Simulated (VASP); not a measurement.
PbS:

```
CELL_PARAMETERS angstrom
3.65366 0.00000 0.00000
0.00000 3.65366 0.00000
0.00000 0.00000 3.65366
ATOMIC_POSITIONS crystal
Pb 0.00000 0.00000 0.00000
S 0.50000 0.50000 0.50000
```

* Program: VASP 6.6.1
* Task: relaxation of cell and atoms
* Functional: HF
* Potentials or basis: VASP PAW PBE potentials, release 64 (Pb_d, S)
* Cutoff: 600 eV
* k mesh: 4 × 4 × 4
* Occupations: fermi-dirac, width 0.05 eV
* Spin: no spin polarisation

At the start: pressure 2.7 GPa; volume 24.39 Å³/atom.

Q: How do energy, volume and symmetry change on relaxing?

A: Over 5 steps the energy falls by 110.8 meV/atom and the volume is 26.36 Å³/atom (+8.1 %); space group Pm-3m (No. 221, to 0.1 Å) before and after.

The path:
| step | energy change (eV) | largest force (eV/Å) | pressure (GPa) | volume (Å³) |
| --- | --- | --- | --- | --- |
| 1 | 0.0000 | 0.0000 | 2.74 | 48.77 |
| 2 | -0.2188 | 0.0000 | 1.02 | 51.78 |
| 3 | -0.2191 | 0.0000 | 0.98 | 51.83 |
| 4 | -0.2211 | 0.0000 | 0.47 | 52.29 |
| 5 | -0.2217 | 0.0000 | 0.00 | 52.71 |

Final structure:
```yaml
crystal:
  lattice:
    - [3.74952, 0.00000, 0.00000]
    - [0.00000, 3.74952, 0.00000]
    - [0.00000, 0.00000, 3.74952]
  atoms:
    - { symbol: Pb, position: [0.00000, 0.00000, 0.00000] }
    - { symbol: S, position: [0.50000, 0.50000, 0.50000] }
```

Caveat: the k points lie up to 0.42 Å⁻¹ apart in the final cell; the PAW data sets were made with another functional, which shifts forces and pressure a little.
